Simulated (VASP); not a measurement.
# K (Pm-3n) in VASP: further runs

Runs on K. Level: LDA. Tasks: single point, relaxation of cell and atoms.

Program: VASP 6.6.1. These are calculated values, not measurements. Logs are shortened: lines on timing, memory, paths and dates and some standing lists are left out, and cuts for length are marked.

## 1. The cell of the first run

Symmetry: Pm-3n, No. 223, cubic system. Conventional cell: a = 8.047 Å, b = 8.047 Å, c = 8.047 Å, α = 90.00°, β = 90.00°, γ = 90.00°. K (site symmetry m-3) has 12 K at 4.50 Å within 5.9 Å. Within 5.3 Å of K (site symmetry -4m2) lie 14 K at 4.02 to 4.93 Å.

## 2. Single point, LDA

Contents of INCAR:

```
ALGO = Normal
EDIFF = 1E-6
ENCUT = 520
ISIF = 2
ISMEAR = -1
LASPH = T
LCHARG = F
LREAL = F
LWAVE = F
NBANDS = 46
NELM = 60
PREC = Accurate
SIGMA = 0.1
```

Contents of KPOINTS:

```
k-points
0
Gamma
  4 4 4
```

Contents of POSCAR:

```
K
1.0
    8.0473538761      0.0000000000      0.0000000000
    0.0000000000      8.0473538761      0.0000000000
    0.0000000000      0.0000000000      8.0473538761
K
8
Direct
    1.0000000000      0.0000000000      1.0000000000
    0.5000000000      0.5000000000      0.5000000000
    0.2500000000      1.0000000000      0.5000000000
    0.7500000000      1.0000000000      0.5000000000
    0.5000000000      0.2500000000      1.0000000000
    0.5000000000      0.7500000000      1.0000000000
    0.0000000000      0.5000000000      0.2500000000
    0.0000000000      0.5000000000      0.7500000000
```

Potentials or basis: VASP PAW LDA potentials, release 64 (K_sv).

Launch:

```
cat potpaw_LDA.64/K_sv/POTCAR > POTCAR
mpirun -np 1 vasp_std > vasp.out
```

OUTCAR:

```text
EDIFF = 1E-6
   ENCUT = 520
   ISIF = 2
   ISMEAR = -1
   LASPH = T
   LREAL = F
   NELM = 60
   PREC = Accurate

 ion  position               nearest neighbor table
   1  0.000  0.000  0.000-
   2  0.500  0.500  0.500-
   3  0.250  0.000  0.500-
   4  0.750  0.000  0.500-
   5  0.500  0.250  0.000-
   6  0.500  0.750  0.000-
   7  0.000  0.500  0.250-
   8  0.000  0.500  0.750-

  LATTYP: Found a simple cubic cell.
 ALAT       =     8.0473538761

  Lattice vectors:

 A1 = (   8.0473538761,   0.0000000000,   0.0000000000)
 A2 = (   0.0000000000,   8.0473538761,   0.0000000000)
 A3 = (   0.0000000000,   0.0000000000,   8.0473538761)

Analysis of symmetry for initial positions (statically):
=====================================================================
 Subroutine PRICEL returns:
 Original cell was already a primitive cell.

 Routine SETGRP: Setting up the symmetry group for a
 simple cubic supercell.

 Subroutine GETGRP returns: Found 48 space group operations
 (whereof 24 operations were pure point group operations)
 out of a pool of 48 trial point group operations.

The static configuration has the point symmetry T_h .
 The point group associated with its full space group is O_h .

Analysis of symmetry for dynamics (positions and initial velocities):
=====================================================================
 Subroutine PRICEL returns:
 Original cell was already a primitive cell.

 Routine SETGRP: Setting up the symmetry group for a
 simple cubic supercell.

 Subroutine GETGRP returns: Found 48 space group operations
 (whereof 24 operations were pure point group operations)
 out of a pool of 48 trial point group operations.

The dynamic configuration has the point symmetry T_h .
 The point group associated with its full space group is O_h .

 Subroutine INISYM returns: Found 48 space group operations
 (whereof 24 operations are pure point group operations),
 and found     1 'primitive' translations

----------------------------------------------------------------------------------------

                                     Primitive cell

  volume of cell :     521.1459

  direct lattice vectors                    reciprocal lattice vectors
     8.047353876  0.000000000  0.000000000     0.124264450  0.000000000  0.000000000
     0.000000000  8.047353876  0.000000000     0.000000000  0.124264450  0.000000000
     0.000000000  0.000000000  8.047353876     0.000000000  0.000000000  0.124264450

  length of vectors
     8.047353876  8.047353876  8.047353876     0.124264450  0.124264450  0.124264450

  position of ions in fractional coordinates (direct lattice)
     0.000000000  0.000000000  0.000000000
     0.500000000  0.500000000  0.500000000
     0.250000000  0.000000000  0.500000000
     0.750000000  0.000000000  0.500000000
     0.500000000  0.250000000  0.000000000
     0.500000000  0.750000000  0.000000000
     0.000000000  0.500000000  0.250000000
     0.000000000  0.500000000  0.750000000

  ion indices of the primitive-cell ions
   primitive index   ion index
                 1           1
                 2           2
                 3           3
                 4           4
                 5           5
                 6           6
                 7           7
                 8           8

----------------------------------------------------------------------------------------

 KPOINTS: k-points

Automatic generation of k-mesh.
 Grid dimensions read from file:
 generate k-points for:    4    4    4

 Generating k-lattice:

  Cartesian coordinates                     Fractional coordinates (reciprocal lattice)
     0.031066112  0.000000000  0.000000000     0.250000000  0.000000000  0.000000000
     0.000000000  0.031066112  0.000000000     0.000000000  0.250000000  0.000000000
     0.000000000  0.000000000  0.031066112     0.000000000  0.000000000  0.250000000

  Length of vectors
     0.031066112  0.031066112  0.031066112

  Shift w.r.t. Gamma in fractional coordinates (k-lattice)
     0.000000000  0.000000000  0.000000000

 Subroutine IBZKPT returns following result:
 ===========================================

 Found     10 irreducible k-points:

 Following reciprocal coordinates:
            Coordinates               Weight
  0.000000  0.000000  0.000000      1.000000
  0.250000  0.000000  0.000000      6.000000
  0.500000  0.000000  0.000000      3.000000
  0.250000  0.250000  0.000000     12.000000
  0.500000  0.250000  0.000000     12.000000
  0.500000  0.500000  0.000000      3.000000
  0.250000  0.250000  0.250000      8.000000
  0.500000  0.250000  0.250000     12.000000
  0.500000  0.500000  0.250000      6.000000
  0.500000  0.500000  0.500000      1.000000
   k-points           NKPTS =     10   k-points in BZ     NKDIM =     10   number of bands    NBANDS=     46
   number of dos      NEDOS =    301   number of ions     NIONS =      8
   total plane-waves  NPLWV = 216000
   dimension x,y,z NGX =    60 NGY =   60 NGZ =   60
   dimension x,y,z NGXF=   120 NGYF=  120 NGZF=  120
   ions per type =               8
   NGX,Y,Z   is equivalent  to a cutoff of  12.40, 12.40, 12.40 a.u.
   NGXF,Y,Z  is equivalent  to a cutoff of  24.79, 24.79, 24.79 a.u.
 SYSTEM =  unknown system
   PREC   = accura    normal or accurate (medium, high low for compatibility)
   ISTART =      0    job   : 0-new  1-cont  2-samecut
   ICHARG =      2    charge: 1-file 2-atom 10-const
   ISPIN  =      1    spin polarized calculation?
   LNONCOLLINEAR =      F non collinear calculations
   LSORBIT =      F    spin-orbit coupling
   LASPH  =      T    aspherical Exc in radial PAW
   ENCUT  =  520.0 eV  38.22 Ry    6.18 a.u.  14.96 14.96 14.96*2*pi/ulx,y,z
   NELM   =     60;   NELMIN=  2; NELMDL= -5     # of ELM steps
   EDIFF  = 0.1E-05   stopping-criterion for ELM
   LREAL  =      F    real-space projection
   EDIFFG = 0.1E-04   stopping-criterion for IOM
   NSW    =      0    number of steps for IOM
   IBRION =     -1    ionic relax: 0-MD 1-quasi-New 2-CG
   NFREE  =      0    steps in history (QN), initial steepest desc. (CG)
   ISIF   =      2    stress and relaxation
   ISYM   =      2    0-nonsym 1-usesym 2-fastsym
   POTIM  = 0.5000    time-step for ionic-motion
   TEBEG  =    0.0;   TEEND  =   0.0 temperature during run
   PSTRESS=    0.0 pullay stress
   NELECT =      72.0000    total number of electrons
   NUPDOWN=      -1.0000    fix difference up-down
   EMIN   =  10.00;   EMAX   =-10.00  energy-range for DOS
   EFERMI =   0.00;   METHOD = LEGACY
   ISMEAR =    -1;   SIGMA  =   0.10  broadening in eV -4-tet -1-fermi 0-gaus
   EFERMI_NEDOS =   21; number of points for ismear=-14 and -15
   IALGO  =     38    algorithm
   IMIX   =      4    mixing-type and parameters
     AMIX     =   0.40;   BMIX     =  1.00
     AMIX_MAG =   1.60;   BMIX_MAG =  1.00
  volume/ion in A,a.u.               =      65.14       439.61
  Fermi-wavevector in a.u.,A,eV,Ry     =   0.846316  1.599305  9.745184  0.716251
  Thomas-Fermi vector in A             =   1.961644
   LORBIT       =      0    0 simple, 1 ext, 2 COOP (PROOUT), +10 PAW based schemes
   GGA     = CA    functional components
   LHFCALC =     F    Hartree Fock is set to
   AEXX    =    0.0000 exact exchange contribution
   IVDW    =     0    specifies the selected vdW correction
   LEPSILON=     F    determine dielectric tensor
   LRPA    =     F    only Hartree local field effects (RPA)
 non-spin polarized calculation
  energy-cutoff  :      520.00
  volume of cell :      521.15
 maximum number of plane-waves:     14090
 NGX is ok and might be reduce to    60
   NGX = 29   NGY = 29   NGZ = 29

 number of electron      72.0000011 magnetization

 Free energy of the ion-electron system (eV)
  ---------------------------------------------------
  ext. energy  EPLUGINS =         0.00000000
  ---------------------------------------------------
  free energy    TOTEN  =        -9.33624891 eV

  energy without entropy =       -9.17053706  energy(sigma->0) =       -9.25339299

 E-fermi :  -0.0173     XC(G=0):  -6.1879

 val. band max:       -0.0422108401   @ k =   0.0000   0.0000   0.0000
 cond. band min:       0.0904773475   @ k =   0.2500   0.0000   0.0000
 fundamental gap:      0.1326881875
 Fermi energy:        -0.0173404878

 k-point     1 :       0.0000    0.0000    0.0000
  band No.  band energies     occupation
      1     -31.7982      2.00000
      2     -31.7945      2.00000
      3     -31.7945      2.00000
      4     -31.7864      2.00000
      5     -31.7848      2.00000
      6     -31.7845      2.00000
[... 38 lines left out ...]
     45       1.7007      0.00000
     46       1.7364      0.00000

 k-point     2 :       0.2500    0.0000    0.0000
  band No.  band energies     occupation
      1     -31.7973      2.00000
      2     -31.7948      2.00000
      3     -31.7934      2.00000
      4     -31.7871      2.00000
      5     -31.7852      2.00000
      6     -31.7850      2.00000
[... 38 lines left out ...]
     45       1.7780      0.00000
     46       1.7781      0.00000

 k-point     3 :       0.5000    0.0000    0.0000
  band No.  band energies     occupation
      1     -31.7957      2.00000
      2     -31.7957      2.00000
      3     -31.7903      2.00000
      4     -31.7903      2.00000
      5     -31.7854      2.00000
      6     -31.7854      2.00000
[... 38 lines left out ...]
     45       1.9570      0.00000
     46       1.9610      0.00000

 k-point     4 :       0.2500    0.2500    0.0000
  band No.  band energies     occupation
      1     -31.7964      2.00000
      2     -31.7941      2.00000
      3     -31.7931      2.00000
      4     -31.7873      2.00000
      5     -31.7862      2.00000
      6     -31.7852      2.00000
[... 234 lines left out ...]
     45       2.1498      0.00000
     46       2.1527      0.00000

 k-point     9 :       0.5000    0.5000    0.2500
  band No.  band energies     occupation
      1     -31.7936      2.00000
      2     -31.7903      2.00000
      3     -31.7902      2.00000
      4     -31.7902      2.00000
      5     -31.7893      2.00000
      6     -31.7860      2.00000
[... 38 lines left out ...]
     45       2.3756      0.00000
     46       2.3790      0.00000

 k-point    10 :       0.5000    0.5000    0.5000
  band No.  band energies     occupation
      1     -31.7898      2.00000
      2     -31.7898      2.00000
      3     -31.7898      2.00000
      4     -31.7898      2.00000
      5     -31.7898      2.00000
      6     -31.7898      2.00000
[... 38 lines left out ...]
     45       2.5490      0.00000
     46       2.5527      0.00000

------------------------ aborting loop because EDIFF is reached ----------------------------------------

  FORCE on cell =-STRESS in cart. coord.  units (eV):
  Direction    XX          YY          ZZ          XY          YZ          ZX
  --------------------------------------------------------------------------------------
  -------------------------------------------------------------------------------------
  Total       -0.1145194     -0.1145194     -0.1145194      0.0000000      0.0000000     -0.0000000
  in kB       -0.3520710     -0.3520710     -0.3520710      0.0000000      0.0000000     -0.0000000
  external PRESSURE =      -0.3520710 kB  Pullay stress =       0.0000000 kB

 VOLUME and BASIS-vectors are now :
 -----------------------------------------------------------------------------
  energy-cutoff  :      520.00
  volume of cell :      521.15
      direct lattice vectors                 reciprocal lattice vectors
     8.047353876  0.000000000  0.000000000     0.124264450  0.000000000  0.000000000
     0.000000000  8.047353876  0.000000000     0.000000000  0.124264450  0.000000000
     0.000000000  0.000000000  8.047353876     0.000000000  0.000000000  0.124264450

 POSITION                                       TOTAL-FORCE (eV/Angst)
 -----------------------------------------------------------------------------------
      0.00000      0.00000      0.00000         0.000000      0.000000     -0.000000
      4.02368      4.02368      4.02368         0.000000      0.000000     -0.000000
      2.01184      0.00000      4.02368        -0.000000     -0.000000     -0.000000
      6.03552      0.00000      4.02368         0.000000      0.000000      0.000000
      4.02368      2.01184      0.00000         0.000000      0.000000      0.000000
      4.02368      6.03552      0.00000        -0.000000     -0.000000     -0.000000
      0.00000      4.02368      2.01184         0.000000      0.000000      0.000000
      0.00000      4.02368      6.03552        -0.000000     -0.000000      0.000000
 -----------------------------------------------------------------------------------
    total drift:                                0.000000      0.000000     -0.000000

  FREE ENERGIE OF THE ION-ELECTRON SYSTEM (eV)
  ---------------------------------------------------
  free  energy   TOTEN  =        -9.3362489073 eV

  energy  without entropy=       -9.1705370641  energy(sigma->0) =       -9.25339299
```

Run time: 5.3 min. Hardware: 1 thread of Intel Xeon 8259CL, shared host; peak memory 0.44 GiB.

What came out:

```yaml
Free_energy: -9.3362 eV
Pressure: 0.0 GPa
Band_gap_on_the_k_mesh: zero (bands 36 and 37 overlap by 0.91 eV)
```

Levels at points of the mesh, in eV from the Fermi level:
| k point | band 34 | band 35 | band 36 | band 37 | band 38 | band 39 |
| --- | --- | --- | --- | --- | --- | --- |
| (0.00, 0.00, 0.00) | -0.05 | -0.05 | -0.02 | 0.18 | 0.18 | 0.18 |
| (0.50, 0.00, 0.00) | -1.69 | 0.43 | 0.43 | 0.50 | 0.50 | 0.66 |
| (0.50, 0.50, 0.00) | -1.07 | -1.07 | -1.06 | 0.85 | 0.85 | 0.91 |
| (0.50, 0.50, 0.50) | -0.49 | -0.48 | -0.48 | -0.48 | -0.48 | -0.48 |

(Part 1 of 2 ends here.)

The gap in the log of VASP goes by the Fermi energy; the results here count the filled bands.